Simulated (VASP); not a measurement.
# Al3GaN4 (P-42m) in VASP: a series of runs

Al3GaN4 is run at these levels: PBEsol; tasks: single point.

Everything below comes from runs of VASP 6.6.1. Logs are shortened: lines on timing, memory, paths and dates and some standing lists are left out, and cuts for length are marked.

## 1. The cell of the first run

The structure is tetragonal, space group P-42m (No. 111). Conventional cell: a = 4.231 Å, b = 4.231 Å, c = 4.760 Å, α = 90.00°, β = 90.00°, γ = 90.00°. Within 2.5 Å of Al (site symmetry -42m) lie 4 N at 1.90 Å. Al (site symmetry 222) has 4 N at 1.90 Å within 2.5 Å. Ga (site symmetry -42m) has 4 N at 1.95 Å within 2.6 Å. N (site symmetry m) has 3 Al at 1.90 Å and 1 Ga at 1.95 Å within 2.5 Å.

## 2. Single point, PBEsol (strain -0.040 along x and y, +0.080 along z)

INCAR reads:

```
PREC = Accurate ; ENCUT = 520
EDIFF = 1E-6 ; ISMEAR = 0
SIGMA = 0.05 ; LREAL = F
LASPH = T ; NELM = 60
ALGO = Normal ; ISIF = 2
LWAVE = F ; LCHARG = T
GGA = PS ; LELF = T
LVHAR = T ; NBANDS = 31
```

KPOINTS reads:

```
regular mesh
0
Gamma
  6 6 6
```

POSCAR reads:

```
Al3GaN4
1.0
    4.2307150468      0.0000000000      0.0000000000
    0.0000000000      4.2307150468      0.0000000000
    0.0000000000      0.0000000000      4.7595544276
Al Ga N
3 1 4
Direct
    0.5000000000      0.5000000000      0.0000000000
    0.5000000000      0.0000000000      0.5000000000
    0.0000000000      0.5000000000      0.5000000000
    0.0000000000      0.0000000000      0.0000000000
    0.7447077174      0.7447077174      0.2552922826
    0.7447077174      0.2552922826      0.7447077174
    0.2552922826      0.7447077174      0.7447077174
    0.2552922826      0.2552922826      0.2552922826
```

Potentials or basis: VASP PAW PBE potentials, release 64 (Al, Ga_d, N).

On the command line:

```bash
cat potpaw_PBE.64/Al/POTCAR potpaw_PBE.64/Ga_d/POTCAR potpaw_PBE.64/N/POTCAR > POTCAR
mpirun -np 1 vasp_std > vasp.out
```

OUTCAR:

```text
PREC = Accurate
   ENCUT = 520
   EDIFF = 1E-6
   ISMEAR = 0
   LREAL = F
   LASPH = T
   NELM = 60
   ISIF = 2
   GGA = PS

 ion  position               nearest neighbor table
   1  0.500  0.500  0.000-   5 1.90   6 1.90   7 1.90   8 1.90   4 2.99   4 2.99   4 2.99   4 2.99
                             3 3.18   2 3.18   3 3.18   2 3.18   3 3.18   2 3.18   3 3.18   2 3.18
   2  0.500  0.000  0.500-   5 1.90   6 1.90   7 1.90   8 1.90   3 2.99   3 2.99   3 2.99   3 2.99
                             1 3.18   1 3.18   1 3.18   1 3.18
   3  0.000  0.500  0.500-   5 1.90   6 1.90   7 1.90   8 1.90   2 2.99   2 2.99   2 2.99   2 2.99
                             1 3.18   1 3.18   1 3.18   1 3.18
   4  0.000  0.000  0.000-   5 1.95   6 1.95   7 1.95   8 1.95   1 2.99   1 2.99   1 2.99   1 2.99

   5  0.745  0.745  0.255-   2 1.90   3 1.90   1 1.90   4 1.95
   6  0.745  0.255  0.745-   2 1.90   3 1.90   1 1.90   4 1.95
   7  0.255  0.745  0.745-   2 1.90   3 1.90   1 1.90   4 1.95
   8  0.255  0.255  0.255-   2 1.90   3 1.90   1 1.90   4 1.95

  LATTYP: Found a simple tetragonal cell.
 ALAT       =     4.2307150468
 C/A-ratio  =     1.1250000000

  Lattice vectors:

 A1 = (   4.2307150468,   0.0000000000,   0.0000000000)
 A2 = (   0.0000000000,   4.2307150468,   0.0000000000)
 A3 = (   0.0000000000,   0.0000000000,   4.7595544276)

Analysis of symmetry for initial positions (statically):
=====================================================================
 Subroutine PRICEL returns:
 Original cell was already a primitive cell.

 Routine SETGRP: Setting up the symmetry group for a
 simple tetragonal supercell.

 Subroutine GETGRP returns: Found  8 space group operations
 (whereof  8 operations were pure point group operations)
 out of a pool of 16 trial point group operations.

The static configuration has the point symmetry D_2d.

Analysis of symmetry for dynamics (positions and initial velocities):
=====================================================================
 Subroutine PRICEL returns:
 Original cell was already a primitive cell.

 Routine SETGRP: Setting up the symmetry group for a
 simple tetragonal supercell.

 Subroutine GETGRP returns: Found  8 space group operations
 (whereof  8 operations were pure point group operations)
 out of a pool of 16 trial point group operations.

The dynamic configuration has the point symmetry D_2d.

 Subroutine INISYM returns: Found  8 space group operations
 (whereof  8 operations are pure point group operations),
 and found     1 'primitive' translations

----------------------------------------------------------------------------------------

                                     Primitive cell

  volume of cell :      85.1910

  direct lattice vectors                    reciprocal lattice vectors
     4.230715047  0.000000000  0.000000000     0.236366664  0.000000000  0.000000000
     0.000000000  4.230715047  0.000000000     0.000000000  0.236366664  0.000000000
     0.000000000  0.000000000  4.759554428     0.000000000  0.000000000  0.210103701

  length of vectors
     4.230715047  4.230715047  4.759554428     0.236366664  0.236366664  0.210103701

  position of ions in fractional coordinates (direct lattice)
     0.500000000  0.500000000  0.000000000
     0.500000000  0.000000000  0.500000000
     0.000000000  0.500000000  0.500000000
     0.000000000  0.000000000  0.000000000
     0.744707717  0.744707717  0.255292283
     0.744707717  0.255292283  0.744707717
     0.255292283  0.744707717  0.744707717
     0.255292283  0.255292283  0.255292283

  ion indices of the primitive-cell ions
   primitive index   ion index
                 1           1
                 2           2
                 3           3
                 4           4
                 5           5
                 6           6
                 7           7
                 8           8

----------------------------------------------------------------------------------------

 KPOINTS: regular mesh

Automatic generation of k-mesh.
[... 46 lines left out ...]
 non-spin polarized calculation
 Gauss-broadening in eV      SIGMA  =   0.05
  energy-cutoff  :      520.00
  volume of cell :       85.19
 maximum number of plane-waves:      2314
 NGX is ok and might be reduce to    32
   NGX = 15   NGY = 15   NGZ = 17

 number of electron      42.0000002 magnetization

 Free energy of the ion-electron system (eV)
  ---------------------------------------------------
  ext. energy  EPLUGINS =         0.00000000
  ---------------------------------------------------
  free energy    TOTEN  =       -59.55331581 eV

  energy without entropy =      -59.55331581  energy(sigma->0) =      -59.55331581

 E-fermi :   6.2236     XC(G=0): -11.3615

 val. band max:        5.9729917986   @ k =   0.1667   0.1667   0.0000
 cond. band min:       8.8718343475   @ k =   0.0000   0.0000   0.0000
 fundamental gap:      2.8988425489
 Fermi energy:         6.2235601848

 k-point     1 :       0.0000    0.0000    0.0000
  band No.  band energies     occupation
      1      -9.4924      2.00000
      2      -7.8047      2.00000
      3      -7.6864      2.00000
      4      -7.6864      2.00000
      5      -6.9966      2.00000
      6      -6.9438      2.00000
[... 23 lines left out ...]
     30      17.5542      0.00000
     31      17.5982      0.00000

 k-point     2 :       0.1667    0.0000    0.0000
  band No.  band energies     occupation
      1      -9.3528      2.00000
      2      -7.8078      2.00000
      3      -7.7346      2.00000
      4      -7.6978      2.00000
      5      -6.9917      2.00000
      6      -6.9395      2.00000
[... 23 lines left out ...]
     30      17.2246      0.00000
     31      17.4255      0.00000

 k-point     3 :       0.3333    0.0000    0.0000
  band No.  band energies     occupation
      1      -8.9629      2.00000
      2      -7.9394      2.00000
      3      -7.8124      2.00000
      4      -7.7215      2.00000
      5      -6.9807      2.00000
      6      -6.9256      2.00000
[... 703 lines left out ...]
     30      15.5479      0.00000
     31      16.6482      0.00000

 k-point    24 :       0.5000    0.0000    0.3333
  band No.  band energies     occupation
      1      -8.3228      2.00000
      2      -8.1067      2.00000
      3      -7.9586      2.00000
      4      -7.6881      2.00000
      5      -6.9691      2.00000
      6      -6.9010      2.00000
[... 23 lines left out ...]
     30      15.8914      0.00000
     31      16.3037      0.00000

 [... further k-points ...]

------------------------ aborting loop because EDIFF is reached ----------------------------------------

  FORCE on cell =-STRESS in cart. coord.  units (eV):
  Direction    XX          YY          ZZ          XY          YZ          ZX
  --------------------------------------------------------------------------------------
  -------------------------------------------------------------------------------------
  Total        3.6918317      3.6918317     -7.5188477      0.0000000      0.0000000      0.0000000
  in kB       69.4318335     69.4318335   -141.4060609      0.0000000      0.0000000      0.0000000
  external PRESSURE =      -0.8474646 kB  Pullay stress =       0.0000000 kB

 VOLUME and BASIS-vectors are now :
 -----------------------------------------------------------------------------
  energy-cutoff  :      520.00
  volume of cell :       85.19
      direct lattice vectors                 reciprocal lattice vectors
     4.230715047  0.000000000  0.000000000     0.236366664  0.000000000  0.000000000
     0.000000000  4.230715047  0.000000000     0.000000000  0.236366664  0.000000000
     0.000000000  0.000000000  4.759554428     0.000000000  0.000000000  0.210103701

 POSITION                                       TOTAL-FORCE (eV/Angst)
 -----------------------------------------------------------------------------------
      2.11536      2.11536      0.00000         0.000000      0.000000      0.000000
      2.11536      0.00000      2.37978         0.000000      0.000000     -0.000000
      0.00000      2.11536      2.37978         0.000000      0.000000      0.000000
      0.00000      0.00000      0.00000         0.000000     -0.000000      0.000000
      3.15065      3.15065      1.21508        -0.038241     -0.038241     -0.099730
      3.15065      1.08007      3.54448        -0.038241      0.038241      0.099730
      1.08007      3.15065      3.54448         0.038241     -0.038241      0.099730
      1.08007      1.08007      1.21508         0.038241      0.038241     -0.099730
 -----------------------------------------------------------------------------------
    total drift:                                0.000000      0.000000      0.000000

  FREE ENERGIE OF THE ION-ELECTRON SYSTEM (eV)
  ---------------------------------------------------
  free  energy   TOTEN  =       -59.5533158130 eV

  energy  without entropy=      -59.5533158130  energy(sigma->0) =      -59.55331581
```

Wall time 3.4 min (1 thread of AMD EPYC 7R13, shared host); peak memory 0.21 GiB.

Results:

```yaml
Free_energy: -59.5533 eV
Pressure: -0.1 GPa
Largest_force: 0.113 eV/Å
Band_gap_on_the_k_mesh: 2.90 eV, indirect (least direct gap 2.95 eV)
```

Forces in eV/Å, atoms in the order of the input:
```
Al   0.000  0.000  0.000
Al   0.000  0.000  0.000
Al   0.000  0.000  0.000
Ga   0.000  0.000  0.000
N   -0.038 -0.038 -0.100
N   -0.038  0.038  0.100
N    0.038 -0.038  0.100
N    0.038  0.038 -0.100
```

Caveat: the cell differs from its parent crystal (strain -0.040 along x and y, +0.080 along z); the PAW data sets were made with another functional, which shifts forces and pressure a little. A k mesh can miss the band edges.

## 3. Single point, PBEsol (strain +0.040 along x and y, -0.080 along z)

INCAR reads:

```
SYSTEM = Al3GaN4
PREC = Accurate ; ENCUT = 520
EDIFF = 1E-7 ; ISMEAR = 0
SIGMA = 0.05 ; LREAL = .False.
LASPH = .True. ; NELM = 100
ALGO = Normal ; ISIF = 2
LWAVE = .False. ; LCHARG = .False.
GGA = PS ; NBANDS = 31
```

KPOINTS reads:

```
regular mesh
0
Gamma
  6 6 6
  0 0 0
```

POSCAR, as its differences from that of step 2:

```diff
@@ -2,5 +2,5 @@
 1.0
-    4.2307150468      0.0000000000      0.0000000000
-    0.0000000000      4.2307150468      0.0000000000
-    0.0000000000      0.0000000000      4.7595544276
+    4.5832746340      0.0000000000      0.0000000000
+    0.0000000000      4.5832746340      0.0000000000
+    0.0000000000      0.0000000000      4.0544352532
 Al Ga N
```

Potentials or basis: VASP PAW PBE potentials, release 64 (Al, Ga_d, N).

On the command line:

```bash
cat potpaw_PBE.64/Al/POTCAR potpaw_PBE.64/Ga_d/POTCAR potpaw_PBE.64/N/POTCAR > POTCAR
mpirun -np 1 vasp_std > vasp.out
```

It took 2.7 min on 1 thread of AMD EPYC 7R13, shared host; peak memory 0.21 GiB.

It converged, with:

| Property | Result |
| --- | --- |
| Free energy | -59.6829 eV |
| Pressure | -0.3 GPa |
| Largest force | 0.139 eV/Å |
| Band gap on the k mesh | 2.76 eV, direct |

Forces in eV/Å, atoms in the order of the input:
```
Al   0.000  0.000  0.000
Al   0.000  0.000  0.000
Al   0.000  0.000  0.000
Ga   0.000  0.000  0.000
N    0.067  0.067  0.102
N    0.067 -0.067 -0.102
N   -0.067  0.067 -0.102
N   -0.067 -0.067  0.102
```

Stress tensor (GPa, compression positive):
```
-3.92  0.00  0.00
 0.00 -3.92  0.00
 0.00  0.00  6.94
```

Levels at points of the mesh, in eV from the valence-band top:
| k point | band 17 | band 18 | band 19 | band 20 | band 21 | band 22 | band 23 | band 24 | band 25 | band 26 |
| --- | --- | --- | --- | --- | --- | --- | --- | --- | --- | --- |
| (0.00, 0.00, 0.00) | -1.91 | -1.91 | -0.42 | -0.42 | 0.00 | 2.76 | 3.13 | 3.31 | 3.31 | 6.07 |
| (0.50, 0.00, 0.00) | -3.14 | -1.34 | -1.19 | -1.07 | -0.92 | 5.15 | 5.15 | 5.40 | 5.48 | 8.14 |
| (0.50, 0.50, 0.00) | -2.38 | -1.65 | -1.37 | -1.37 | -1.29 | 6.65 | 6.79 | 6.79 | 6.83 | 6.99 |
| (0.00, 0.00, 0.50) | -2.72 | -1.91 | -1.91 | -1.63 | -1.63 | 5.63 | 5.76 | 6.66 | 6.66 | 7.61 |
| (0.50, 0.00, 0.50) | -3.09 | -0.92 | -0.74 | -0.68 | -0.53 | 6.93 | 7.42 | 7.51 | 7.84 | 8.02 |
| (0.50, 0.50, 0.50) | -1.24 | -0.55 | -0.55 | -0.51 | -0.17 | 4.87 | 6.22 | 6.22 | 6.22 | 9.21 |

Caveat: the cell differs from its parent crystal (strain +0.040 along x and y, -0.080 along z); the PAW data sets were made with another functional, which shifts forces and pressure a little. A k mesh can miss the band edges.

## 4. Single point, PBEsol (strain +0.040 along x and y, -0.040 along z)

INCAR reads:

```
PREC = Accurate
ENCUT = 520
EDIFF = 1E-6
ISMEAR = 0
SIGMA = 0.05
LREAL = False
LASPH = True
NELM = 80
ALGO = Normal
ISIF = 2
LWAVE = False
LCHARG = False
GGA = PS
NBANDS = 31
```

KPOINTS reads:

```
Automatic mesh
0
Gamma
  6 6 6
```

POSCAR, as its differences from that of step 3:

```diff
@@ -4,3 +4,3 @@
     0.0000000000      4.5832746340      0.0000000000
-    0.0000000000      0.0000000000      4.0544352532
+    0.0000000000      0.0000000000      4.2307150468
 Al Ga N
```

On the command line:

```bash
cat potpaw_PBE.64/Al/POTCAR potpaw_PBE.64/Ga_d/POTCAR potpaw_PBE.64/N/POTCAR > POTCAR
mpirun -np 1 vasp_std > vasp.out
```

Run time: 2.4 min. Hardware: 1 thread of AMD EPYC 7R13, shared host; peak memory 0.22 GiB.

The run converged. Its results:

```yaml
Free_energy: -59.7442 eV
Pressure: -7.5 GPa
Largest_force: 0.082 eV/Å
Band_gap_on_the_k_mesh: 2.89 eV, direct
```

Forces in eV/Å, atoms in the order of the input:
```
Al   0.000  0.000  0.000
Al   0.000  0.000  0.000
Al   0.000  0.000  0.000
Ga   0.000  0.000  0.000
N    0.040  0.040  0.060
N    0.040 -0.040 -0.060
N   -0.040  0.040 -0.060
N   -0.040 -0.040  0.060
```

Stress tensor (GPa, compression positive):
```
-10.27   0.00   0.00
  0.00 -10.27   0.00
  0.00   0.00  -1.81
```

Levels at points of the mesh, in eV from the valence-band top:
| k point | band 17 | band 18 | band 19 | band 20 | band 21 | band 22 | band 23 | band 24 | band 25 | band 26 |
| --- | --- | --- | --- | --- | --- | --- | --- | --- | --- | --- |
| (0.00, 0.00, 0.00) | -1.90 | -1.90 | -0.29 | -0.29 | 0.00 | 2.89 | 2.91 | 3.25 | 3.25 | 6.23 |
| (0.50, 0.00, 0.00) | -2.96 | -1.28 | -1.17 | -1.02 | -0.91 | 5.07 | 5.08 | 5.52 | 5.56 | 7.92 |
| (0.50, 0.50, 0.00) | -2.39 | -1.34 | -1.07 | -1.07 | -1.03 | 6.54 | 6.89 | 6.89 | 7.00 | 7.11 |
| (0.00, 0.00, 0.50) | -2.65 | -1.63 | -1.63 | -1.38 | -1.38 | 5.35 | 5.44 | 6.29 | 6.29 | 7.60 |
| (0.50, 0.00, 0.50) | -2.85 | -0.86 | -0.65 | -0.62 | -0.52 | 6.73 | 7.22 | 7.28 | 7.60 | 7.78 |
| (0.50, 0.50, 0.50) | -0.99 | -0.54 | -0.54 | -0.52 | -0.24 | 4.79 | 6.20 | 6.20 | 6.21 | 8.99 |

Caveat: the cell differs from its parent crystal (strain +0.040 along x and y, -0.040 along z); the PAW data sets were made with another functional, which shifts forces and pressure a little. A k mesh can miss the band edges.

## 5. Single point, PBEsol (strain +0.080 along x and y, -0.080 along z)

INCAR reads:

```
SYSTEM = Al3GaN4
PREC = Accurate ; ENCUT = 520
EDIFF = 1E-7 ; ISMEAR = 0
SIGMA = 0.05 ; LREAL = .False.
LASPH = .True. ; NELM = 100
ALGO = Normal ; ISIF = 2
LWAVE = .False. ; LCHARG = .True.
GGA = PS ; LELF = .True.
LVHAR = .True. ; NBANDS = 31
```

KPOINTS reads:

```
Automatic mesh
0
Gamma
  6 6 6
  0 0 0
```

POSCAR, as its differences from that of step 4:

```diff
@@ -2,5 +2,5 @@
 1.0
-    4.5832746340      0.0000000000      0.0000000000
-    0.0000000000      4.5832746340      0.0000000000
-    0.0000000000      0.0000000000      4.2307150468
+    4.7595544276      0.0000000000      0.0000000000
+    0.0000000000      4.7595544276      0.0000000000
+    0.0000000000      0.0000000000      4.0544352532
 Al Ga N
```

On the command line:

```bash
cat potpaw_PBE.64/Al/POTCAR potpaw_PBE.64/Ga_d/POTCAR potpaw_PBE.64/N/POTCAR > POTCAR
mpirun -np 1 vasp_std > vasp.out
```

Run time: 2.8 min. Hardware: 1 thread of AMD EPYC 7R13, shared host; peak memory 0.22 GiB.

Results (log left out):

| Quantity | Value |
| --- | --- |
| Free energy | -59.1959 eV |
| Pressure | -13.8 GPa |
| Largest force | 0.146 eV/Å |
| Band gap on the k mesh | 2.42 eV, direct |

Forces in eV/Å, atoms in the order of the input:
```
Al   0.000  0.000  0.000
Al   0.000  0.000  0.000
Al   0.000  0.000  0.000
Ga   0.000  0.000  0.000
N    0.066  0.066  0.112
N    0.066 -0.066 -0.112
N   -0.066  0.066 -0.112
N   -0.066 -0.066  0.112
```

Stress tensor (GPa, compression positive):
```
-18.71   0.00   0.00
  0.00 -18.71   0.00
  0.00   0.00  -4.12
```

Levels at points of the mesh, in eV from the valence-band top:
```csv
k point,band 17,band 18,band 19,band 20,band 21,band 22,band 23,band 24,band 25,band 26
"(0.00, 0.00, 0.00)",-1.77,-1.76,-0.51,-0.51,0.00,2.42,2.66,3.26,3.26,5.24
"(0.50, 0.00, 0.00)",-2.98,-1.29,-1.12,-1.01,-0.85,4.65,4.68,5.11,5.20,7.29
"(0.50, 0.50, 0.00)",-2.17,-1.78,-1.53,-1.53,-1.45,5.75,6.33,6.36,6.36,6.57
"(0.00, 0.00, 0.50)",-2.75,-1.97,-1.97,-1.74,-1.74,5.30,5.39,6.61,6.61,6.72
"(0.50, 0.00, 0.50)",-3.09,-0.92,-0.78,-0.73,-0.56,6.06,6.91,7.05,7.40,7.58
"(0.50, 0.50, 0.50)",-1.37,-0.54,-0.54,-0.52,-0.17,4.03,5.36,5.36,5.37,8.56
```

Caveat: the cell differs from its parent crystal (strain +0.080 along x and y, -0.080 along z); the PAW data sets were made with another functional, which shifts forces and pressure a little.

## 6. Overview

| cell | gap on the mesh (eV) | pressure (GPa) | largest force (eV/Å) |
| --- | --- | --- | --- |
| a = 4.231, b = 4.231, c = 4.760 Å, 8 atoms | 2.90 | -0.1 | 0.11 |
| a = 4.583, b = 4.583, c = 4.054 Å, 8 atoms | 2.76 | -0.3 | 0.14 |
| a = 4.583, b = 4.583, c = 4.231 Å, 8 atoms | 2.89 | -7.5 | 0.08 |
| a = 4.760, b = 4.760, c = 4.054 Å, 8 atoms | 2.42 | -13.8 | 0.15 |

Alike in all rows: task single point; level PBEsol; potentials or basis VASP PAW PBE potentials, release 64 (Al, Ga_d, N); no spin polarisation; k mesh 6 × 6 × 6; cutoff (eV) 520; smearing gaussian 0.05 eV.

Caveats: the PAW data sets were made with another functional, which shifts forces and pressure a little.

Absolute energies hang on the potentials; compare differences alone.
